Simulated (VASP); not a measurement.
Runs of VASP 6.6.1 on Ag. The structure is that of space group I4/mmm (No. 139), or close to it. The cells are those of the table. 

| cell | further INCAR settings | gap on the mesh (eV) | pressure (GPa) |
| --- | --- | --- | --- |
| a = 2.872 Å, angles 107.3, 107.3, 113.9°, 1 atom | ALGO = Fast; EDIFF = 1e-06; NBANDS = 12 | none | -11.2 |
| a = 2.938 Å, angles 101.5, 101.5, 126.9°, 1 atom | ALGO = Fast; EDIFF = 1e-06; NBANDS = 12 | none | -6.5 |
| a = 2.890 Å, angles 114.7, 114.7, 99.4°, 1 atom | ALGO = Fast; EDIFF = 1e-06; NBANDS = 12 | none | -11.5 |
| a = 2.905 Å, angles 103.5, 103.5, 122.2°, 1 atom | ALGO = Fast; EDIFF = 1e-07; NBANDS = 12 | none | (a) |
| a = 2.975 Å, angles 100.0, 100.0, 130.6°, 1 atom | ALGO = Fast; EDIFF = 1e-06; NBANDS = 12 | none | (b) |
| a = 2.914 Å, angles 117.3, 117.3, 94.8°, 1 atom | ALGO = Fast; EDIFF = 1e-06; NBANDS = 12 | none | -11.8 |
| a = 2.874 Å, angles 112.1, 112.1, 104.2°, 1 atom | ALGO = Fast; EDIFF = 1e-06; NBANDS = 12 | none | -11.3 |
| a = 2.884 Å, angles 105.4, 105.4, 118.0°, 1 atom | ALGO = Fast; EDIFF = 1e-06; NBANDS = 12 | none | -11.0 |

Alike in all rows: task single point; level LDA; potentials or basis VASP PAW LDA potentials, release 64 (Ag); no spin polarisation; k mesh 22 × 22 × 22; cutoff (eV) 520; smearing gaussian 0.15 eV.

Question: Fill in the values left out.

Answer: (a) -10.0; (b) -0.7.

Caveats: the cell stands under tension (at least some runs).

A k mesh can miss the band edges, and the runs leave out spin-orbit coupling on Ag.

A gap of «none» marks levels without a gap at the run's occupations.
